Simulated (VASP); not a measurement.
A run of VASP 6.6.1 is set up as follows.

INCAR

```
SYSTEM = KSi2Sb3
ALGO = Normal
EDIFF = 1E-6
ENCUT = 520
GGA = PE
ISIF = 2
ISMEAR = 0
LASPH = .TRUE.
LCHARG = .FALSE.
LREAL = .FALSE.
LWAVE = .FALSE.
NBANDS = 25
NELM = 100
PREC = Accurate
SIGMA = 0.1
```

The input KPOINTS:

```
k-points
0
G
  3 3 2
  0 0 0
```

File POSCAR:

```
KSi2Sb3
1.0
    5.4768765907      0.0000000025      0.0000000000
   -2.7384382975      4.7431142597      0.0000000000
    0.0000000000      0.0000000000      6.4487095477
K Si Sb
1 2 3
Direct
    0.0000000000      0.0000000000      0.0000000000
    0.3333333333      0.6666666667      0.5000000000
    0.6666666667      0.3333333333      0.5000000000
    0.0000000000      0.0000000000      0.5000000000
    0.3333333333      0.6666666667      0.0000000000
    0.6666666667      0.3333333333      0.0000000000
```

Potentials or basis: VASP PAW PBE potentials, release 64 (K_sv, Si, Sb).

Run with:

```bash
$ cat potpaw_PBE.64/K_sv/POTCAR potpaw_PBE.64/Si/POTCAR potpaw_PBE.64/Sb/POTCAR > POTCAR
$ mpirun -np 1 vasp_std > vasp.out
```

(1) What does it give for the pressure?

(2) Predict the band gap on the k mesh.

Results:

(1) -0.1 GPa.

(2) zero (bands 16 and 17 overlap by 1.55 eV).

Caveat: the k points lie up to 0.49 Å⁻¹ apart, too coarse for converged energies and pressures of a metal; spin-orbit coupling is left out, which moves the levels of the heavy elements.
